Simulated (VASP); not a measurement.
A run of VASP 6.6.1:

The input INCAR:

```
ALGO = Normal
DIPOL = 0.5 0.5 0.364
EDIFF = 1E-7
ENCUT = 520
GGA = PE
IDIPOL = 3
ISIF = 2
ISMEAR = 0
LASPH = True
LCHARG = False
LDIPOL = True
LREAL = False
LWAVE = False
NBANDS = 32
NELM = 80
PREC = Accurate
SIGMA = 0.1
```

KPOINTS

```
k-points
0
Gamma
  9 9 1
```

POSCAR

```
W3S
1.0
    2.8545944806      0.0000000000      0.0000000000
   -1.4272972403      2.4721513377      0.0000000000
    0.0000000000      0.0000000000     20.1971108355
W S
3 1
Direct
    0.6666666667      0.3333333333      0.1980481284
    0.3333333333      0.6666666667      0.3143337982
    0.0000000000      0.0000000000      0.4306116309
    0.6666666667      0.3333333333      0.5148844433
```

Potentials or basis: VASP PAW PBE potentials, release 64 (W_sv, S).

Run with:

```console
$ cat potpaw_PBE.64/W_sv/POTCAR potpaw_PBE.64/S/POTCAR > POTCAR
$ mpirun -np 1 vasp_std > vasp.out
```

Hardware: 1 thread of Intel(R) Xeon(R) 6975P-C (Granite Rapids) (shared host).

Task: Estimate the wall time of this run.

Result: It took 52 s on 1 thread of Intel(R) Xeon(R) 6975P-C (Granite Rapids), with other jobs on the host, peak memory 0.29 GiB. Counts: scf iterations 29, k points 12.
